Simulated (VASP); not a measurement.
# KI (F-43m) in VASP: settings compared

KI is run at these levels: PBE, r2SCAN, HSE06; tasks: single point.

All numbers are computed with VASP 6.6.1; they aren't measurements. Logs are shortened: lines on timing, memory, paths and dates and some standing lists are left out, and cuts for length are marked.

## (1) The cell of the first run

It takes space group F-43m (No. 216, cubic). The conventional cell has a = 7.773 Å, b = 7.773 Å, c = 7.773 Å, α = 90.00°, β = 90.00°, γ = 90.00°. Within 4.4 Å of K (site symmetry -43m) lie 4 I at 3.37 Å. Within 4.4 Å of I (site symmetry -43m) lie 4 K at 3.37 Å.

## (2) Single point, PBE (strain -2.0%)

File INCAR:

```
ALGO = Normal
EDIFF = 1E-6
ENCUT = 520
GGA = PE
ISIF = 2
ISMEAR = -1
LASPH = True
LCHARG = False
LREAL = False
LWAVE = False
NBANDS = 15
NELM = 80
PREC = Accurate
SIGMA = 0.02
```

File KPOINTS:

```
k-points
0
Gamma
  6 6 6
```

File POSCAR:

```
KI
1.0
    0.0000000000      3.8865762157      3.8865762157
    3.8865762157      0.0000000000      3.8865762157
    3.8865762157      3.8865762157      0.0000000000
K I
1 1
Direct
    0.0000000000      0.0000000000      0.0000000000
    0.2500000000      0.2500000000      0.2500000000
```

Potentials or basis: VASP PAW PBE potentials, release 64 (K_sv, I).

Started as:

```
> cat potpaw_PBE.64/K_sv/POTCAR potpaw_PBE.64/I/POTCAR > POTCAR
> mpirun -np 1 vasp_std > vasp.out
```

OUTCAR:

```text
EDIFF = 1E-6
   ENCUT = 520
   GGA = PE
   ISIF = 2
   ISMEAR = -1
   LASPH = True
   LREAL = False
   NELM = 80
   PREC = Accurate

 ion  position               nearest neighbor table
   1  0.000  0.000  0.000-   2 3.37   2 3.37   2 3.37   2 3.37
   2  0.250  0.250  0.250-   1 3.37   1 3.37   1 3.37   1 3.37

  LATTYP: Found a face centered cubic cell.
 ALAT       =     7.7731524314

  Lattice vectors:

 A1 = (   0.0000000000,   3.8865762157,   3.8865762157)
 A2 = (   3.8865762157,   0.0000000000,   3.8865762157)
 A3 = (   3.8865762157,   3.8865762157,   0.0000000000)

Analysis of symmetry for initial positions (statically):
=====================================================================
 Subroutine PRICEL returns:
 Original cell was already a primitive cell.

 Routine SETGRP: Setting up the symmetry group for a
 face centered cubic supercell.

 Subroutine GETGRP returns: Found 24 space group operations
 (whereof 24 operations were pure point group operations)
 out of a pool of 48 trial point group operations.

The static configuration has the point symmetry T_d .

Analysis of symmetry for dynamics (positions and initial velocities):
=====================================================================
 Subroutine PRICEL returns:
 Original cell was already a primitive cell.

 Routine SETGRP: Setting up the symmetry group for a
 face centered cubic supercell.

 Subroutine GETGRP returns: Found 24 space group operations
 (whereof 24 operations were pure point group operations)
 out of a pool of 48 trial point group operations.

The dynamic configuration has the point symmetry T_d .

 Subroutine INISYM returns: Found 24 space group operations
 (whereof 24 operations are pure point group operations),
 and found     1 'primitive' translations

----------------------------------------------------------------------------------------

                                     Primitive cell

  volume of cell :     117.4172

  direct lattice vectors                    reciprocal lattice vectors
     0.000000000  3.886576216  3.886576216    -0.128647934  0.128647934  0.128647934
     3.886576216  0.000000000  3.886576216     0.128647934 -0.128647934  0.128647934
     3.886576216  3.886576216  0.000000000     0.128647934  0.128647934 -0.128647934

  length of vectors
     5.496448795  5.496448795  5.496448795     0.222824758  0.222824758  0.222824758

  position of ions in fractional coordinates (direct lattice)
     0.000000000  0.000000000  0.000000000
     0.250000000  0.250000000  0.250000000

  ion indices of the primitive-cell ions
   primitive index   ion index
                 1           1
                 2           2

----------------------------------------------------------------------------------------

 KPOINTS: k-points

Automatic generation of k-mesh.
 Grid dimensions read from file:
 generate k-points for:    6    6    6

 Generating k-lattice:

  Cartesian coordinates                     Fractional coordinates (reciprocal lattice)
    -0.021441322  0.021441322  0.021441322     0.166666667  0.000000000  0.000000000
     0.021441322 -0.021441322  0.021441322     0.000000000  0.166666667  0.000000000
     0.021441322  0.021441322 -0.021441322     0.000000000  0.000000000  0.166666667

  Length of vectors
     0.037137460  0.037137460  0.037137460

  Shift w.r.t. Gamma in fractional coordinates (k-lattice)
     0.000000000  0.000000000  0.000000000

 Subroutine IBZKPT returns following result:
 ===========================================

 Found     16 irreducible k-points:

 Following reciprocal coordinates:
            Coordinates               Weight
  0.000000  0.000000  0.000000      1.000000
  0.166667  0.000000  0.000000      8.000000
  0.333333  0.000000  0.000000      8.000000
  0.500000  0.000000  0.000000      4.000000
  0.166667  0.166667  0.000000      6.000000
  0.333333  0.166667  0.000000     24.000000
[... 8 lines left out ...]
 -0.333333  0.333333  0.166667     24.000000
 -0.333333  0.500000  0.166667     12.000000
   k-points           NKPTS =     16   k-points in BZ     NKDIM =     16   number of bands    NBANDS=     15
   number of dos      NEDOS =    301   number of ions     NIONS =      2
   total plane-waves  NPLWV =  74088
   dimension x,y,z NGX =    42 NGY =   42 NGZ =   42
   dimension x,y,z NGXF=    84 NGYF=   84 NGZF=   84
   ions per type =               1   1
   NGX,Y,Z   is equivalent  to a cutoff of  12.70, 12.70, 12.70 a.u.
   NGXF,Y,Z  is equivalent  to a cutoff of  25.41, 25.41, 25.41 a.u.
 SYSTEM =  unknown system
   PREC   = accura    normal or accurate (medium, high low for compatibility)
   ISTART =      0    job   : 0-new  1-cont  2-samecut
   ICHARG =      2    charge: 1-file 2-atom 10-const
   ISPIN  =      1    spin polarized calculation?
   LNONCOLLINEAR =      F non collinear calculations
   LSORBIT =      F    spin-orbit coupling
   LASPH  =      T    aspherical Exc in radial PAW
   ENCUT  =  520.0 eV  38.22 Ry    6.18 a.u.  10.22 10.22 10.22*2*pi/ulx,y,z
   NELM   =     80;   NELMIN=  2; NELMDL= -5     # of ELM steps
   EDIFF  = 0.1E-05   stopping-criterion for ELM
   LREAL  =      F    real-space projection
   EDIFFG = 0.1E-04   stopping-criterion for IOM
   NSW    =      0    number of steps for IOM
   IBRION =     -1    ionic relax: 0-MD 1-quasi-New 2-CG
   NFREE  =      0    steps in history (QN), initial steepest desc. (CG)
   ISIF   =      2    stress and relaxation
   ISYM   =      2    0-nonsym 1-usesym 2-fastsym
   POTIM  = 0.5000    time-step for ionic-motion
   TEBEG  =    0.0;   TEEND  =   0.0 temperature during run
   PSTRESS=    0.0 pullay stress
   NELECT =      16.0000    total number of electrons
   NUPDOWN=      -1.0000    fix difference up-down
   EMIN   =  10.00;   EMAX   =-10.00  energy-range for DOS
   EFERMI =   0.00;   METHOD = LEGACY
   ISMEAR =    -1;   SIGMA  =   0.02  broadening in eV -4-tet -1-fermi 0-gaus
   EFERMI_NEDOS =   21; number of points for ismear=-14 and -15
   IALGO  =     38    algorithm
   IMIX   =      4    mixing-type and parameters
     AMIX     =   0.40;   BMIX     =  1.00
     AMIX_MAG =   1.60;   BMIX_MAG =  1.00
  volume/ion in A,a.u.               =      58.71       396.19
  Fermi-wavevector in a.u.,A,eV,Ry     =   0.842437  1.591976  9.656065  0.709701
  Thomas-Fermi vector in A             =   1.957144
   LORBIT       =      0    0 simple, 1 ext, 2 COOP (PROOUT), +10 PAW based schemes
   GGA     = PE    functional components
   LHFCALC =     F    Hartree Fock is set to
   AEXX    =    0.0000 exact exchange contribution
   IVDW    =     0    specifies the selected vdW correction
   LEPSILON=     F    determine dielectric tensor
   LRPA    =     F    only Hartree local field effects (RPA)
 non-spin polarized calculation
  energy-cutoff  :      520.00
  volume of cell :      117.42
 maximum number of plane-waves:      3178
 NGX is ok and might be reduce to    42
   NGX = 21   NGY = 21   NGZ = 21

 number of electron      15.9999998 magnetization

 Free energy of the ion-electron system (eV)
  ---------------------------------------------------
  ext. energy  EPLUGINS =         0.00000000
  ---------------------------------------------------
  free energy    TOTEN  =        -5.36523893 eV

  energy without entropy =       -5.36523893  energy(sigma->0) =       -5.36523893

 E-fermi :  -1.4800     XC(G=0):  -5.9279

 val. band max:       -1.9938935808   @ k =  -0.1667   0.1667   0.0000
 cond. band min:       2.0312270001   @ k =   0.0000   0.0000   0.0000
 fundamental gap:      4.0251205809
 Fermi energy:        -1.4799509638

 k-point     1 :       0.0000    0.0000    0.0000
  band No.  band energies     occupation
      1     -30.3139      2.00000
      2     -13.8185      2.00000
      3     -13.8185      2.00000
      4     -13.8185      2.00000
      5     -12.0391      2.00000
      6      -2.0002      2.00000
      7      -2.0002      2.00000
      8      -2.0002      2.00000
      9       2.0312      0.00000
     10       5.6188      0.00000
     11       5.6188      0.00000
     12       6.3143      0.00000
     13       6.3143      0.00000
     14       6.3143      0.00000
     15       7.3851      0.00000

 k-point     2 :       0.1667    0.0000    0.0000
  band No.  band energies     occupation
      1     -30.3138      2.00000
      2     -13.8400      2.00000
      3     -13.8195      2.00000
      4     -13.8195      2.00000
      5     -12.0049      2.00000
      6      -2.1526      2.00000
      7      -2.0005      2.00000
      8      -2.0005      2.00000
      9       2.4583      0.00000
     10       5.3814      0.00000
     11       5.3814      0.00000
     12       5.9459      0.00000
     13       6.6481      0.00000
     14       6.6481      0.00000
     15       6.8220      0.00000

 k-point     3 :       0.3333    0.0000    0.0000
  band No.  band energies     occupation
      1     -30.3134      2.00000
      2     -13.8809      2.00000
      3     -13.8215      2.00000
      4     -13.8215      2.00000
      5     -11.9390      2.00000
      6      -2.3993      2.00000
      7      -2.0016      2.00000
      8      -2.0016      2.00000
      9       3.3145      0.00000
     10       5.1611      0.00000
     11       5.2164      0.00000
     12       5.2164      0.00000
     13       6.6488      0.00000
     14       6.6884      0.00000
     15       6.6884      0.00000

 k-point     4 :       0.5000    0.0000    0.0000
  band No.  band energies     occupation
      1     -30.3132      2.00000
      2     -13.9004      2.00000
      3     -13.8225      2.00000
      4     -13.8225      2.00000
      5     -11.9071      2.00000
      6      -2.5022      2.00000
      7      -2.0024      2.00000
      8      -2.0024      2.00000
      9       3.8010      0.00000
     10       4.6617      0.00000
     11       5.1989      0.00000
     12       5.1989      0.00000
     13       6.5822      0.00000
     14       6.5822      0.00000
     15       7.2983      0.00000
[... 163 lines left out ...]
 k-point    14 :       0.5000    0.3333    0.1667
  band No.  band energies     occupation
      1     -30.3132      2.00000
      2     -13.8994      2.00000
      3     -13.8288      2.00000
      4     -13.8246      2.00000
      5     -11.8962      2.00000
      6      -2.3948      2.00000
      7      -2.1364      2.00000
      8      -2.0264      2.00000
      9       3.7121      0.00000
     10       4.4905      0.00000
     11       5.1059      0.00000
     12       5.7758      0.00000
     13       6.6102      0.00000
     14       7.0247      0.00000
     15       7.3138      0.00000

 k-point    15 :      -0.3333    0.3333    0.1667
  band No.  band energies     occupation
      1     -30.3131      2.00000
      2     -13.9097      2.00000
      3     -13.8311      2.00000
      4     -13.8260      2.00000
      5     -11.8753      2.00000
      6      -2.3715      2.00000
      7      -2.2229      2.00000
      8      -2.0369      2.00000
      9       3.8037      0.00000
     10       4.4727      0.00000
     11       5.2156      0.00000
     12       5.8916      0.00000
     13       6.4536      0.00000
     14       7.2119      0.00000
     15       7.3140      0.00000

 k-point    16 :      -0.3333    0.5000    0.1667
  band No.  band energies     occupation
      1     -30.3130      2.00000
      2     -13.9150      2.00000
      3     -13.8306      2.00000
      4     -13.8282      2.00000
      5     -11.8649      2.00000
      6      -2.4215      2.00000
      7      -2.1755      2.00000
      8      -2.0599      2.00000
      9       3.5369      0.00000
     10       4.4737      0.00000
     11       5.8023      0.00000
     12       5.9497      0.00000
     13       6.6039      0.00000
     14       7.0622      0.00000
     15       7.2663      0.00000

------------------------ aborting loop because EDIFF is reached ----------------------------------------

  FORCE on cell =-STRESS in cart. coord.  units (eV):
  Direction    XX          YY          ZZ          XY          YZ          ZX
  --------------------------------------------------------------------------------------
  -------------------------------------------------------------------------------------
  Total        0.5476296      0.5476296      0.5476296     -0.0000000     -0.0000000     -0.0000000
  in kB        7.4724996      7.4724996      7.4724996     -0.0000000     -0.0000000     -0.0000000
  external PRESSURE =       7.4724996 kB  Pullay stress =       0.0000000 kB

 VOLUME and BASIS-vectors are now :
 -----------------------------------------------------------------------------
  energy-cutoff  :      520.00
  volume of cell :      117.42
      direct lattice vectors                 reciprocal lattice vectors
     0.000000000  3.886576216  3.886576216    -0.128647934  0.128647934  0.128647934
     3.886576216  0.000000000  3.886576216     0.128647934 -0.128647934  0.128647934
     3.886576216  3.886576216  0.000000000     0.128647934  0.128647934 -0.128647934

 POSITION                                       TOTAL-FORCE (eV/Angst)
 -----------------------------------------------------------------------------------
      0.00000      0.00000      0.00000         0.000000     -0.000000     -0.000000
      1.94329      1.94329      1.94329        -0.000000      0.000000      0.000000
 -----------------------------------------------------------------------------------
    total drift:                               -0.000000     -0.000000     -0.000000

  FREE ENERGIE OF THE ION-ELECTRON SYSTEM (eV)
  ---------------------------------------------------
  free  energy   TOTEN  =        -5.3652389343 eV

  energy  without entropy=       -5.3652389343  energy(sigma->0) =       -5.36523893
```

Wall time 35 s (1 thread of Intel Xeon Platinum 8259CL at 2.50GHz (Skylake/Cascade Lake), shared host); peak memory 0.26 GiB.

Results:

* Free energy: -5.3652 eV
* Pressure: 0.7 GPa
* Band gap on the k mesh: 4.03 eV, indirect (least direct gap 4.03 eV)

Caveat: the cell differs from its parent crystal (strain -2.0%); spin-orbit coupling is left out, which moves the levels of the heavy elements.

## (3) Single point, r2SCAN (strain -2.0%)

POSCAR is that of step 2.

File INCAR.step1:

```
SYSTEM = KI
  ALGO = Normal
  EDIFF = 1E-4
  ENCUT = 520
  GGA = PE
  ISMEAR = 0
  LASPH = .True.
  LCHARG = .False.
  LREAL = .False.
  LWAVE = .True.
  NBANDS = 15
  NELM = 100
  PREC = Accurate
  SIGMA = 0.01
```

File INCAR.step2:

```
SYSTEM = KI
  ALGO = Normal
  EDIFF = 1E-6
  ENCUT = 520
  ISIF = 2
  ISMEAR = 0
  ISTART = 1
  LASPH = .True.
  LCHARG = .False.
  LMIXTAU = .True.
  LREAL = .False.
  LWAVE = .False.
  METAGGA = R2SCAN
  NBANDS = 15
  NELM = 100
  PREC = Accurate
  SIGMA = 0.01
```

File KPOINTS:

```
k-points
0
Gamma
  6 6 6
  0 0 0
```

Potentials or basis: VASP PAW PBE potentials, release 64 (K_sv, I).

Started as:

```
> cat potpaw_PBE.64/K_sv/POTCAR potpaw_PBE.64/I/POTCAR > POTCAR
> cp INCAR.step1 INCAR
> mpirun -np 1 vasp_std > vasp.out
> cp INCAR.step2 INCAR
> mpirun -np 1 vasp_std > vasp.out
```

It took 2.1 min on 1 thread of Intel Xeon Platinum 8259CL at 2.50GHz (Skylake/Cascade Lake), shared host; peak memory 0.28 GiB.

The run converged. Its results:

* Free energy: -33.7009 eV
* Pressure: 0.6 GPa
* Band gap on the k mesh: 4.55 eV, indirect (least direct gap 4.56 eV)

Levels at points of the mesh, in eV from the valence-band top:
```csv
k point,band 6,band 7,band 8,band 9,band 10,band 11
"(0.00, 0.00, 0.00)",-0.01,-0.01,-0.01,4.55,8.25,8.25
"(0.50, 0.00, 0.00)",-0.50,-0.01,-0.01,6.40,7.11,7.78
"(0.50, 0.50, 0.00)",-0.52,-0.06,-0.06,5.69,6.89,9.10
```

Caveat: the cell differs from its parent crystal (strain -2.0%); the PAW data sets were made with another functional, which shifts forces and pressure a little; spin-orbit coupling is left out, which moves the levels of the heavy elements.

(Part 1 of 2 ends here.)
